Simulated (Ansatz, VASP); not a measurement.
This is a calculation of Si for VASP 6.6.1.

File INCAR:

```
SYSTEM = Si
PREC     = Accurate       ! precision mode
ENCUT    = 520            ! plane-wave cutoff, eV
EDIFF    = 1E-6           ! SCF threshold, eV
ISMEAR   = -1             ! smearing method
SIGMA    = 0.05           ! smearing width, eV
LREAL    = .FALSE.        ! projectors in reciprocal space
LASPH    = .TRUE.         ! aspherical terms in the spheres
NELM     = 100            ! most SCF steps
ALGO     = Normal         ! electronic algorithm
ISIF     = 2              ! what is computed and relaxed
LWAVE    = .FALSE.        ! write WAVECAR
LCHARG   = .FALSE.        ! write CHGCAR
GGA      = PE             ! functional
NBANDS   = 11             ! bands
```

Contents of KPOINTS:

```
regular mesh
0
G
  11 11 11
  0 0 0
```

The input POSCAR:

```
Si
1.0
   -2.3713723045      2.3713723045      1.3292653899
    2.3713723045     -2.3713723045      1.3292653899
    2.3713723045      2.3713723045     -1.3292653899
Si
2
Direct
    0.5006170000      0.5049930000     -0.0090590000
    0.2556600000      0.7590120000      0.4949370000
```

Potentials or basis: VASP PAW PBE potentials, release 64 (Si).

Command:

```console
$ cat potpaw_PBE.64/Si/POTCAR > POTCAR
$ mpirun -np 1 vasp_std > vasp.out
```

Set up the same calculation for Ansatz 0.2.0. Potentials there: all-electron LAPW, scalar-relativistic.

As run (the cutoff follows the program's own potentials):

Contents of input.yaml:

```yaml
crystal:
  lattice:
    - [-2.3713723045, 2.3713723045, 1.3292653899]
    - [2.3713723045, -2.3713723045, 1.3292653899]
    - [2.3713723045, 2.3713723045, -1.3292653899]
  atoms:
    - { symbol: Si, position: [0.500617, 0.504993, -0.009059] }
    - { symbol: Si, position: [0.25566, 0.759012, 0.494937] }
kpoints:
  mp_grid: { grid: [11, 11, 11] }
scf:
  occupations: { method: fermi_dirac, width: 0.05 }
hamiltonian:
  xc: pbe
  pseudopotentials: { kind: all_electron, lapw: { basis_error: 0.001 } }
output:
  forces: true
  stress: true
  eigenvalues: true
  populations: true
```

Potentials or basis: all-electron LAPW, scalar-relativistic.

Launch:

```bash
$ ansatz run input.yaml --threads 1 --pin off --max-ram 3072MiB --backend cpu --events-out ev --progress --plain --runs-dir out
```

Both were run:

|  | VASP | Ansatz | Ansatz less VASP |
| --- | --- | --- | --- |
| gap on the k mesh at the Fermi level (eV) | none | none | - |
| pressure (GPa) | 3.2 | 3.2 | +0.07 |
| traceless stress, the component that is largest in VASP (GPa) | -1.12 | -1.15 | -0.033 |
| rms of the force components (eV/Å) | 0.046 | 0.046 | 0.0000 |

Atom by atom the forces differ by 0.000 eV/Å (rms over components). A gap of «none» marks a metal or a gap that the smearing closes. Ansatz ran all-electron here, and VASP with PAW potentials.
